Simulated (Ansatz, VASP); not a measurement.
## LiF: VASP beside Ansatz

```
CELL_PARAMETERS angstrom
2.76430 0.00000 0.00000
0.00000 2.76430 0.00000
0.00000 0.00000 2.55953
ATOMIC_POSITIONS crystal
Li 0.00000 0.00000 0.00000
F 0.50000 0.50000 0.50000
```

Change from the starting cell: strain +0.080 along x and y, +0.000 along z, atoms carried along.

Alike in both runs: task single point; functional r2SCAN; k mesh 10 × 10 × 10; occupations gaussian, width 0.05 eV; no spin polarisation.

```csv
,VASP,Ansatz
version,VASP 6.6.1,Ansatz 0.2.0
potentials or method,"VASP PAW PBE potentials, release 64 (Li_sv, F), cutoff 520 eV","scalar-relativistic, plane waves, PAW"
valence electrons in the cell,10,10
```

|  | VASP | Ansatz | Ansatz less VASP |
| --- | --- | --- | --- |
| gap on the k mesh at the Fermi level (eV) | 7.08 | 6.89 | -0.189 |
| least direct gap on the mesh (eV) | 7.47 | 7.28 | -0.193 |

VASP's potentials were made for PBE, not for r2SCAN. The functional is the same, so the differences come from potentials, cutoffs and numerics.

Noted on VASP's run: the cutoff is under 1.25 times that of the potentials, so the pressure is a little rough.
